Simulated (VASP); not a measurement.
# As (C2/m) in VASP: notebook

As is run at these levels: PBEsol; tasks: single point.

Program: VASP 6.6.1. These are calculated values, not measurements. Logs are shortened: lines on timing, memory, paths and dates and some standing lists are left out, and cuts for length are marked.

## (1) The cell of the first run

The structure is monoclinic, space group C2/m (No. 12). The conventional cell has a = 6.515 Å, b = 3.762 Å, c = 4.131 Å, α = 90.00°, β = 121.72°, γ = 90.00°. As (site symmetry m) has 6 As at 2.49 to 3.13 Å within 3.3 Å.

## (2) Single point, PBEsol (shortest bond scaled by 1.1)

INCAR

```
SYSTEM = As
PREC = Accurate
ENCUT = 520
EDIFF = 1E-6
ISMEAR = -1
SIGMA = 0.05
LREAL = .FALSE.
LASPH = .TRUE.
NELM = 80
ALGO = Normal
ISIF = 2
LWAVE = .FALSE.
LCHARG = .TRUE.
GGA = PS
LELF = .TRUE.
LVHAR = .TRUE.
NBANDS = 12
```

KPOINTS

```
regular mesh
0
G
  10 10 10
  0 0 0
```

POSCAR

```
As
1.0
    1.8807968987      1.0858785957      3.5140619945
   -1.8807968987      1.0858785957      3.5140619945
    0.0000000000     -2.1717571915      3.5140619945
As
2
Direct
    0.8014000000      0.7514000000      0.7514000000
    0.1986000000      0.2486000000      0.2486000000
```

Potentials or basis: VASP PAW PBE potentials, release 64 (As).

Run with:

```bash
$ cat potpaw_PBE.64/As/POTCAR > POTCAR
$ mpirun -np 1 vasp_std > vasp.out
```

OUTCAR:

```text
SYSTEM = As
   PREC = Accurate
   ENCUT = 520
   EDIFF = 1E-6
   ISMEAR = -1
   LREAL = .FALSE.
   LASPH = .TRUE.
   NELM = 80
   ISIF = 2
   GGA = PS

 ion  position               nearest neighbor table
   1  0.801  0.751  0.751-   2 2.49   2 2.49   2 2.76   2 2.90
   2  0.199  0.249  0.249-   1 2.49   1 2.49   1 2.76   1 2.90

  LATTYP: Found a trigonal (rhomboedric) cell.
 ALAT       =     4.1310000000
 COS(alpha) =     0.5854247172

  Lattice vectors:

 A1 = (   1.8807968987,   1.0858785957,   3.5140619945)
 A2 = (  -1.8807968987,   1.0858785957,   3.5140619945)
 A3 = (   0.0000000000,  -2.1717571915,   3.5140619945)

Analysis of symmetry for initial positions (statically):
=====================================================================
 Subroutine PRICEL returns:
 Original cell was already a primitive cell.

 Routine SETGRP: Setting up the symmetry group for a
 trigonal (rhombohedral) supercell.

 Subroutine GETGRP returns: Found  4 space group operations
 (whereof  4 operations were pure point group operations)
 out of a pool of 12 trial point group operations.

The static configuration has the point symmetry C_2h.

Analysis of symmetry for dynamics (positions and initial velocities):
=====================================================================
 Subroutine PRICEL returns:
 Original cell was already a primitive cell.

 Routine SETGRP: Setting up the symmetry group for a
 trigonal (rhombohedral) supercell.

 Subroutine GETGRP returns: Found  4 space group operations
 (whereof  4 operations were pure point group operations)
 out of a pool of 12 trial point group operations.

The dynamic configuration has the point symmetry C_2h.

 Subroutine INISYM returns: Found  4 space group operations
 (whereof  4 operations are pure point group operations),
 and found     1 'primitive' translations

----------------------------------------------------------------------------------------

                                     Primitive cell

  volume of cell :      43.0610

  direct lattice vectors                    reciprocal lattice vectors
     1.880796899  1.085878596  3.514061995     0.265844760  0.153485544  0.094856987
    -1.880796899  1.085878596  3.514061995    -0.265844760  0.153485544  0.094856987
     0.000000000 -2.171757191  3.514061995     0.000000000 -0.306971087  0.094856987

  length of vectors
     4.131000000  4.131000000  4.131000000     0.321292852  0.321292852  0.321292852

  position of ions in fractional coordinates (direct lattice)
     0.801400000  0.751400000  0.751400000
     0.198600000  0.248600000  0.248600000

  ion indices of the primitive-cell ions
   primitive index   ion index
                 1           1
                 2           2

----------------------------------------------------------------------------------------

 KPOINTS: regular mesh

Automatic generation of k-mesh.
 Grid dimensions read from file:
 generate k-points for:   10   10   10

 Generating k-lattice:

  Cartesian coordinates                     Fractional coordinates (reciprocal lattice)
     0.026584476  0.015348554  0.009485699     0.100000000  0.000000000 -0.000000000
    -0.026584476  0.015348554  0.009485699     0.000000000  0.100000000 -0.000000000
     0.000000000 -0.030697109  0.009485699    -0.000000000 -0.000000000  0.100000000

  Length of vectors
     0.032129285  0.032129285  0.032129285

  Shift w.r.t. Gamma in fractional coordinates (k-lattice)
     0.000000000  0.000000000  0.000000000

 Subroutine IBZKPT returns following result:
 ===========================================

 Found    282 irreducible k-points:

 Following reciprocal coordinates:
            Coordinates               Weight
  0.000000  0.000000  0.000000      1.000000
  0.100000  0.000000  0.000000      2.000000
  0.000000  0.100000  0.000000      4.000000
  0.200000  0.000000  0.000000      2.000000
  0.000000  0.200000  0.000000      4.000000
  0.300000  0.000000  0.000000      2.000000
[... 16 lines left out ...]
  0.500000  0.100000 -0.000000      4.000000
  0.000000  0.500000  0.100000      4.000000
 [... further k-points ...]
   k-points           NKPTS =    282   k-points in BZ     NKDIM =    282   number of bands    NBANDS=     12
   number of dos      NEDOS =    301   number of ions     NIONS =      2
   total plane-waves  NPLWV =  32768
   dimension x,y,z NGX =    32 NGY =   32 NGZ =   32
   dimension x,y,z NGXF=    64 NGYF=   64 NGZF=   64
   ions per type =               2
   NGX,Y,Z   is equivalent  to a cutoff of  12.88, 12.88, 12.88 a.u.
   NGXF,Y,Z  is equivalent  to a cutoff of  25.76, 25.76, 25.76 a.u.
 SYSTEM =  As
   PREC   = accura    normal or accurate (medium, high low for compatibility)
   ISTART =      0    job   : 0-new  1-cont  2-samecut
   ICHARG =      2    charge: 1-file 2-atom 10-const
   ISPIN  =      1    spin polarized calculation?
   LNONCOLLINEAR =      F non collinear calculations
   LSORBIT =      F    spin-orbit coupling
   LASPH  =      T    aspherical Exc in radial PAW
   ENCUT  =  520.0 eV  38.22 Ry    6.18 a.u.   7.68  7.68  7.68*2*pi/ulx,y,z
   NELM   =     80;   NELMIN=  2; NELMDL= -5     # of ELM steps
   EDIFF  = 0.1E-05   stopping-criterion for ELM
   LREAL  =      F    real-space projection
   EDIFFG = 0.1E-04   stopping-criterion for IOM
   NSW    =      0    number of steps for IOM
   IBRION =     -1    ionic relax: 0-MD 1-quasi-New 2-CG
   NFREE  =      0    steps in history (QN), initial steepest desc. (CG)
   ISIF   =      2    stress and relaxation
   ISYM   =      2    0-nonsym 1-usesym 2-fastsym
   POTIM  = 0.5000    time-step for ionic-motion
   TEBEG  =    0.0;   TEEND  =   0.0 temperature during run
   PSTRESS=    0.0 pullay stress
   NELECT =      10.0000    total number of electrons
   NUPDOWN=      -1.0000    fix difference up-down
   EMIN   =  10.00;   EMAX   =-10.00  energy-range for DOS
   EFERMI =   0.00;   METHOD = LEGACY
   ISMEAR =    -1;   SIGMA  =   0.05  broadening in eV -4-tet -1-fermi 0-gaus
   EFERMI_NEDOS =   21; number of points for ismear=-14 and -15
   IALGO  =     38    algorithm
   IMIX   =      4    mixing-type and parameters
     AMIX     =   0.40;   BMIX     =  1.00
     AMIX_MAG =   1.60;   BMIX_MAG =  1.00
  volume/ion in A,a.u.               =      21.53       145.29
  Fermi-wavevector in a.u.,A,eV,Ry     =   1.006268  1.901570 13.776916  1.012575
  Thomas-Fermi vector in A             =   2.138999
   LORBIT       =      0    0 simple, 1 ext, 2 COOP (PROOUT), +10 PAW based schemes
   GGA     = PS    functional components
   LHFCALC =     F    Hartree Fock is set to
   AEXX    =    0.0000 exact exchange contribution
   IVDW    =     0    specifies the selected vdW correction
   LEPSILON=     F    determine dielectric tensor
   LRPA    =     F    only Hartree local field effects (RPA)
 non-spin polarized calculation
  energy-cutoff  :      520.00
  volume of cell :       43.06
 maximum number of plane-waves:      1170
   NGX = 15   NGY = 15   NGZ = 15

 number of electron      10.0000001 magnetization

 Free energy of the ion-electron system (eV)
  ---------------------------------------------------
  ext. energy  EPLUGINS =         0.00000000
  ---------------------------------------------------
  free energy    TOTEN  =       -10.12711158 eV

  energy without entropy =      -10.12401058  energy(sigma->0) =      -10.12556108

 E-fermi :   5.2402     XC(G=0): -10.1325

 val. band max:        5.2392680967   @ k =   0.2000   0.4000   0.2000
 cond. band min:       5.2754325063   @ k =   0.5000   0.1000   0.1000
 fundamental gap:      0.0361644096
 Fermi energy:         5.2402038644

 k-point     1 :       0.0000    0.0000    0.0000
  band No.  band energies     occupation
      1      -9.6249      2.00000
      2      -0.5770      2.00000
      3       2.4283      2.00000
      4       3.1200      2.00000
      5       4.0918      2.00000
      6       7.2875      0.00000
      7       7.7829      0.00000
      8       8.9321      0.00000
      9      11.5978      0.00000
     10      11.9692      0.00000
     11      12.6760      0.00000
     12      13.6841      0.00000

 k-point     2 :       0.1000    0.0000    0.0000
  band No.  band energies     occupation
      1      -9.4984      2.00000
      2      -0.9577      2.00000
      3       2.5741      2.00000
      4       3.0607      2.00000
      5       3.8297      2.00000
      6       7.3617      0.00000
      7       7.5280      0.00000
      8       8.5556      0.00000
      9      11.4477      0.00000
     10      11.8405      0.00000
     11      11.9694      0.00000
     12      14.7381      0.00000

 k-point     3 :       0.0000    0.1000    0.0000
  band No.  band energies     occupation
      1      -9.4891      2.00000
      2      -1.0386      2.00000
      3       2.4916      2.00000
      4       3.0813      2.00000
      5       3.9985      2.00000
      6       7.2310      0.00000
      7       7.9583      0.00000
      8       8.4335      0.00000
      9      11.1674      0.00000
     10      11.5081      0.00000
     11      12.2787      0.00000
     12      14.6526      0.00000
[... 286 lines left out ...]
 k-point    23 :       0.5000    0.1000   -0.0000
  band No.  band energies     occupation
      1      -7.3833      2.00000
      2      -4.8117      2.00000
      3       1.6330      2.00000
      4       2.4476      2.00000
      5       3.9275      2.00000
      6       5.5109      0.00887
      7       5.9391      0.00000
      8       7.4820      0.00000
      9      13.5868      0.00000
     10      14.5934      0.00000
     11      15.3931      0.00000
     12      17.4697      0.00000

 k-point    24 :       0.0000    0.5000    0.1000
  band No.  band energies     occupation
      1      -6.7955      2.00000
      2      -5.7251      2.00000
      3       1.8448      2.00000
      4       2.4515      2.00000
      5       3.8346      2.00000
      6       5.7007      0.00020
      7       6.5602      0.00000
      8       7.3958      0.00000
      9      13.7200      0.00000
     10      14.1575      0.00000
     11      15.0387      0.00000
     12      17.3694      0.00000

 [... further k-points ...]
[... 5 lines left out ...]
  --------------------------------------------------------------------------------------
  -------------------------------------------------------------------------------------
  Total        0.0708756      0.0023724     -1.1278076      0.0593255      0.4736184      0.8203308
  in kB        2.6370800      0.0882708    -41.9625391      2.2073335     17.6220042     30.5221956
  external PRESSURE =     -13.0790628 kB  Pullay stress =       0.0000000 kB

 VOLUME and BASIS-vectors are now :
 -----------------------------------------------------------------------------
  energy-cutoff  :      520.00
  volume of cell :       43.06
      direct lattice vectors                 reciprocal lattice vectors
     1.880796899  1.085878596  3.514061995     0.265844760  0.153485544  0.094856987
    -1.880796899  1.085878596  3.514061995    -0.265844760  0.153485544  0.094856987
     0.000000000 -2.171757191  3.514061995     0.000000000 -0.306971087  0.094856987

 POSITION                                       TOTAL-FORCE (eV/Angst)
 -----------------------------------------------------------------------------------
      0.09404      0.05429      8.09710        -0.469513     -0.271073      0.156009
     -0.09404     -0.05429      2.44508         0.469513      0.271073     -0.156009
 -----------------------------------------------------------------------------------
    total drift:                               -0.000000     -0.000000     -0.000000

  FREE ENERGIE OF THE ION-ELECTRON SYSTEM (eV)
  ---------------------------------------------------
  free  energy   TOTEN  =       -10.1271115793 eV

  energy  without entropy=      -10.1240105846  energy(sigma->0) =      -10.12556108
```

It took 66 s on 1 thread of AMD EPYC 9R45 (Zen 5), shared host; peak memory 0.23 GiB.

Results:

```
Free energy            : -10.1271 eV
Pressure               : -1.3 GPa
Largest force          : 0.564 eV/Å
Band gap on the k mesh : zero (bands 5 and 6 overlap by 0.69 eV)
```

Forces in eV/Å, atoms in the order of the input:
```
As  -0.470 -0.271  0.156
As   0.470  0.271 -0.156
```

Levels at points of the mesh, in eV from the Fermi level:
```csv
k point,band 1,band 2,band 3,band 4,band 5,band 6,band 7,band 8,band 9,band 10
"(0.00, 0.00, 0.00)",-14.87,-5.82,-2.81,-2.12,-1.15,2.05,2.54,3.69,6.36,6.73
"(0.50, 0.00, 0.00)",-12.65,-10.17,-2.60,-2.40,-1.07,-0.50,0.43,1.07,8.53,9.17
"(0.00, 0.50, 0.00)",-11.72,-11.46,-2.83,-2.17,-0.57,-0.26,0.39,1.27,8.76,8.88
"(0.50, 0.50, 0.00)",-11.93,-9.82,-5.86,-4.57,-3.63,1.75,5.71,6.24,7.35,10.60
"(0.00, 0.50, 0.50)",-12.38,-8.67,-6.60,-4.05,-4.04,1.32,5.48,6.78,7.04,10.42
"(0.50, 0.50, 0.50)",-13.34,-10.42,-2.04,-0.44,-0.38,0.13,1.46,1.73,8.09,10.26
```

Caveat: the cell differs from its parent crystal (shortest bond scaled by 1.1); the PAW data sets were made with another functional, which shifts forces and pressure a little.

## (3) Single point, PBEsol (shortest bond scaled by 0.7)

INCAR

```
PREC = Accurate
ENCUT = 520
EDIFF = 1E-7
ISMEAR = -1
SIGMA = 0.05
LREAL = F
LASPH = T
NELM = 80
ALGO = Normal
ISIF = 2
LWAVE = F
LCHARG = F
GGA = PS
NBANDS = 12
```

KPOINTS

```
Automatic mesh
0
Gamma
  10 10 10
```

POSCAR

```
As
1.0
    1.8807968987      1.0858785957      3.5140619945
   -1.8807968987      1.0858785957      3.5140619945
    0.0000000000     -2.1717571915      3.5140619945
As
2
Direct
    0.6918000000      0.8418000000      0.8418000000
    0.3082000000      0.1582000000      0.1582000000
```

Potentials or basis: VASP PAW PBE potentials, release 64 (As).

Run with:

```bash
$ cat potpaw_PBE.64/As/POTCAR > POTCAR
$ mpirun -np 1 vasp_std > vasp.out
```

Run time: 68 s. Hardware: 1 thread of AMD EPYC 9R45 (Zen 5), shared host; peak memory 0.23 GiB.

The run converged. Its results:

| Item | Value |
| --- | --- |
| Free energy | -5.0620 eV |
| Pressure | 54.2 GPa |
| Largest force | 22.685 eV/Å |
| Band gap on the k mesh | zero (bands 5 and 6 overlap by 1.85 eV) |

Forces on the atoms (eV/Å):
```
As   16.656   9.616 -12.031
As  -16.656  -9.616  12.031
```

Stress tensor (GPa, compression positive):
```
 91.42  49.44 -53.83
 49.44  34.33 -31.08
-53.83 -31.08  36.95
```

Levels at points of the mesh, in eV from the Fermi level:
```
           k point  band 1  band 2  band 3  band 4  band 5  band 6  band 7  band 8  band 9  band 10
(0.00, 0.00, 0.00)  -15.85   -4.08   -3.70   -0.64   -0.20    0.10    0.66    7.19    8.00     8.45
(0.50, 0.00, 0.00)  -14.22   -9.72   -2.93   -2.31   -1.90    2.19    3.65    5.17    8.93    10.50
(0.00, 0.50, 0.00)  -14.53   -8.70   -3.01   -2.90   -1.70    1.79    2.48    5.60    8.52     9.99
(0.50, 0.50, 0.00)  -14.39   -7.68   -5.41   -3.37   -1.65   -1.31    8.05    9.27    9.87    11.25
(0.00, 0.50, 0.50)  -13.83   -9.91   -4.13   -3.79   -2.20    2.77    7.14    7.49    8.30    11.30
(0.50, 0.50, 0.50)  -15.20   -7.82   -3.27   -1.48   -1.07    1.10    3.93    5.50    7.83    10.28
```

Caveat: the cell differs from its parent crystal (shortest bond scaled by 0.7); the cell stands under pressure; the PAW data sets were made with another functional, which shifts forces and pressure a little.

(Part 1 of 2 ends here.)
